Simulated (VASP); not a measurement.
Crystal: Bi3H.

```
Bi H
1.0
     6.59661    0.00000    0.00000
    -3.29831    5.71283    0.00000
     0.00000    0.00000    5.29480
Bi H
6 2
Direct
  0.83300 0.66600 0.25000
  0.16700 0.83300 0.75000
  0.33400 0.16700 0.25000
  0.16700 0.33400 0.75000
  0.83300 0.16700 0.25000
  0.66600 0.83300 0.75000
  0.33333 0.66667 0.25000
  0.66667 0.33333 0.75000
```

| Property | Result |
| --- | --- |
| Program | VASP 6.6.1 |
| Task | relaxation of cell and atoms |
| Functional | PBE |
| Potentials or basis | VASP PAW PBE potentials, release 64 (Bi_d, H) |
| Cutoff | 600 eV |
| k mesh | 3 × 3 × 4 |
| Occupations | gaussian, width 0.1 eV |
| Spin | no spin polarisation |

At the start: pressure 4.1 GPa; volume 24.94 Å³/atom.

Task: Where does the relaxation end?

Result: Over 27 steps the energy falls by 130.8 meV/atom and the volume is 26.49 Å³/atom (+6.2 %); space group P6_3/mmc (No. 194, to 0.1 Å) before and after.

Step by step:
```
step  energy change (eV)  largest force (eV/Å)  pressure (GPa)  volume (Å³)
   1              0.0000                0.4102            4.13       199.54
   2             -0.2230                0.0580           -1.21       218.63
   3             -0.2315                0.1042           -0.43       215.24
   4             -0.2735                0.1248           -0.35       214.30
   5             -0.4027                0.2717            0.07       211.19
   6             -0.4586                0.7295            2.91       203.63
   7             -0.4682                0.7316            2.90       203.75
   8             -0.4983                0.7629            2.82       204.10
   9             -0.5712                0.8593            2.68       204.70
  10             -0.6870                0.8512            2.57       205.58
  11             -0.6036                0.4496            2.82       205.89
  12             -0.6581                0.4983            2.60       206.00
  13             -0.7045                0.6868            2.58       205.92
  14             -0.7685                0.6296            1.85       208.15
  15             -0.8883                0.4620           -0.13       214.93
  16             -0.8354                0.2065           -3.10       228.89
  17             -0.9107                0.3519           -1.36       219.99
  18             -0.9497                0.3095           -1.26       218.85
  19             -1.0303                0.1387           -0.74       215.41
  20             -0.9031                0.4881            1.42       208.47
  21             -1.0405                0.0554           -0.45       214.08
  22             -1.0409                0.0215           -0.35       213.69
  23             -1.0409                0.0359           -0.37       213.82
  24             -1.0449                0.0393           -0.10       212.59
  25             -1.0457                0.0436            0.06       211.86
  26             -1.0457                0.0435            0.10       211.70
  27             -1.0465                0.0350            0.09       211.92
```

Final structure:
```yaml
crystal:
  lattice:
    - [7.47776, 0.00000, 0.00000]
    - [-3.73888, 6.47593, 0.00000]
    - [0.00000, 0.00000, 4.37624]
  atoms:
    - { symbol: Bi, position: [0.81290, 0.62580, 0.25000] }
    - { symbol: Bi, position: [0.18710, 0.81290, 0.75000] }
    - { symbol: Bi, position: [0.37420, 0.18710, 0.25000] }
    - { symbol: Bi, position: [0.18710, 0.37420, 0.75000] }
    - { symbol: Bi, position: [0.81290, 0.18710, 0.25000] }
    - { symbol: Bi, position: [0.62580, 0.81290, 0.75000] }
    - { symbol: H, position: [0.33333, 0.66667, 0.25000] }
    - { symbol: H, position: [0.66667, 0.33333, 0.75000] }
```

Caveat: the k points lie up to 0.36 Å⁻¹ apart in the final cell, too coarse for converged energies and pressures of a metal; a cell axis changed by over 15 % at a fixed basis, so the end point is rough.
